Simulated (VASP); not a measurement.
A run of VASP 6.6.1 is set up as follows.

The input INCAR:

```
SYSTEM = Gd
ALGO = Normal
EDIFF = 1E-6
ENCUT = 520
GGA = CA
ISIF = 2
ISMEAR = 0
ISPIN = 2
LASPH = .TRUE.
LCHARG = .TRUE.
LELF = .TRUE.
LMAXMIX = 6
LORBIT = 11
LREAL = .FALSE.
LVHAR = .TRUE.
LWAVE = .FALSE.
MAGMOM = 7.88 -7.88
NBANDS = 29
NELM = 150
PREC = Accurate
SIGMA = 0.05
```

KPOINTS

```
k-points
0
G
  14 14 8
  0 0 0
```

File POSCAR:

```
Gd
1.0
    3.4912797391      0.0000000000      0.0000000000
   -1.7456398696      3.0235369457      0.0000000000
    0.0000000000      0.0000000000      5.5532146907
Gd
2
Direct
    0.3333333333      0.6666666667      0.7500000000
    0.6666666667      0.3333333333      0.2500000000
```

Potentials or basis: VASP PAW PBE potentials, release 64 (Gd).

The run is started by

```bash
$ cat potpaw_PBE.64/Gd/POTCAR > POTCAR
$ mpirun -np 1 vasp_std > vasp.out
```

**Question.** What does it give for the net moment?

**Answer.** 0.00 μB per cell.

**Question.** Predict the site moments.

**Answer.** Gd +6.88, -6.88 μB.

**Question.** Estimate the pressure.

**Answer.** -0.6 GPa.

**Question.** What does it give for the band gap on the k mesh?

**Answer.** Zero (filled and empty bands overlap).

Stress tensor (GPa, compression positive):
```
-0.45  0.00  0.00
 0.00 -0.45  0.00
 0.00  0.00 -0.79
```

Caveat: the antiferromagnetic order is the one typed at the start, and another may lie lower; the PAW data sets were made with another functional, which shifts forces and pressure a little; spin-orbit coupling is left out, which moves the levels of the heavy elements; semilocal functionals describe open f shells poorly, which spoils levels, moments and volumes. The state reached can hang on the start; a lower one may exist.
